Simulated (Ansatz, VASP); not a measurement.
Al3Ni2 in VASP and in Ansatz

```
Al Ni
1.0
     4.20330    0.00000    0.00000
    -2.10165    3.64016    0.00000
     0.00000    0.00000    4.85946
Al Ni
3 2
Direct
  0.00000 0.00000 0.00000
  0.33333 0.66667 0.64778
  0.66667 0.33333 0.35222
  0.33333 0.66667 0.14557
  0.66667 0.33333 0.85443
```

Change from the starting cell: strain +0.0500 x Voigt [1, 1, 0, 0, 0, 0], atoms carried along.

Alike in both runs: task single point; functional PBEsol; k mesh 12 × 12 × 10; occupations gaussian, width 0.15 eV; no spin polarisation.

|  | VASP | Ansatz |
| --- | --- | --- |
| version | VASP 6.6.1 | Ansatz 0.2.0 |
| potentials or method | VASP PAW PBE potentials, release 64 (Al, Ni), cutoff 520 eV | scalar-relativistic, plane waves, PAW |
| valence electrons in the cell | 29 | 45 |

```csv
,VASP,Ansatz,Ansatz less VASP
gap on the k mesh at the Fermi level (eV),none,none,-
pressure (GPa),-10.5,-10.8,-0.29
"traceless stress, the component that is largest in VASP (GPa)",5.71,5.69,-0.013
rms of the force components (eV/Å),0.054,0.057,+0.0037
```

VASP's potentials were made for PBE, not for PBEsol. Atom by atom the forces differ by 0.004 eV/Å (rms over components). A gap of «none» marks a metal or a gap that the smearing closes. VASP's potentials hold 29 valence electrons a cell and Ansatz's 45, so a difference there can come from the potentials and not from the codes.
